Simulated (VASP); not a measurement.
Ir:

```
Ir
1.0
     0.00000    3.30222    3.30222
     3.30222    0.00000    3.30222
     3.30222    3.30222    0.00000
Ir
2
Direct
  0.00000 0.00000 0.00000
  0.25000 0.25000 0.25000
```

- Program: VASP 6.6.1
- Task: relaxation of cell and atoms
- Functional: PBEsol
- Potentials or basis: VASP PAW PBE potentials, release 64 (Ir)
- Cutoff: 600 eV
- k mesh: 6 × 6 × 6
- Occupations: gaussian, width 0.1 eV
- Spin: no spin polarisation

At the start: pressure -26.9 GPa; volume 36.01 Å³/atom.

How do energy, volume and symmetry change on relaxing?

Over 17 steps the energy falls by 2287.6 meV/atom and the volume is 20.92 Å³/atom (-41.9 %); space group Fd-3m (No. 227, to 0.05 Å).

The path:
```csv
step,energy change (eV),largest force (eV/Å),pressure (GPa),volume (Å³)
1,0.0000,0.0000,-26.91,72.02
2,4.9467,0.0000,287.38,25.58
3,-2.2085,0.0000,-29.39,59.65
4,-3.6202,0.0000,-25.28,51.57
5,-3.5702,0.0000,55.34,34.86
6,-4.4887,0.0000,-10.29,44.30
7,-4.5731,0.0000,1.90,41.37
8,-4.5751,0.0000,-0.57,41.88
9,-4.5751,0.0000,-0.55,41.87
10,-4.5752,0.0000,-0.50,41.86
11,-4.5752,0.0000,-0.51,41.86
12,-4.5752,0.0000,-0.48,41.86
13,-4.5752,0.0000,-0.48,41.85
14,-4.5752,0.0000,-0.47,41.85
15,-4.5752,0.0000,-0.47,41.85
16,-4.5752,0.0000,-0.43,41.85
17,-4.5752,0.0000,-0.37,41.83
```

Final structure:
```yaml
crystal:
  lattice:
    - [0.00000, 2.75529, 2.75529]
    - [2.75529, 0.00000, 2.75529]
    - [2.75529, 2.75529, 0.00000]
  atoms:
    - { symbol: Ir, position: [0.00000, 0.00000, 0.00000] }
    - { symbol: Ir, position: [0.25000, 0.25000, 0.25000] }
```

Caveat: the volume moved by over 15 % at a fixed basis, so the end points are rough; the PAW data sets were made with another functional, which shifts forces and pressure a little.
